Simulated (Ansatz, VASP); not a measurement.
# MgZr2N2: VASP beside Ansatz

```
Mg Zr N
1.0
     3.70525    0.00000    0.00000
     0.00000    3.70525    0.00000
     0.00000    0.00000    5.85554
Mg Zr N
1 2 2
Cartesian
  1.8526 1.8526 0.0000
  0.0000 0.0000 2.9278
  0.0000 0.0000 0.0000
  1.8526 1.8526 3.5962
  1.8526 1.8526 2.2593
```

Alike in both runs: functional PBE; k mesh 10 × 10 × 6; occupations gaussian, width 0.1 eV; no spin polarisation.

Ansatz relaxed the structure, and its values are those at the end. VASP's run is a single point on that final structure, the one shown.

|  | VASP | Ansatz |
| --- | --- | --- |
| version | VASP 6.6.1 | Ansatz 0.2.0 |
| potentials or method | VASP PAW PBE potentials, release 64 (Mg, Zr_sv, N), cutoff 520 eV | scalar-relativistic, plane waves, PAW |
| valence electrons in the cell | 36 | 44 |

Ansatz gave:

- gap on the k mesh at the Fermi level (eV): none
- pressure (GPa): 0.0
- rms of the force components (eV/Å): 0.001

Task: Estimate VASP's values.

Result: gap on the k mesh at the Fermi level (eV): none; pressure (GPa): 0.1; rms of the force components (eV/Å): 0.058.

A gap of «none» marks a metal or a gap that the smearing closes. VASP's potentials hold 36 valence electrons a cell and Ansatz's 44, so a difference there can come from the potentials and not from the codes.
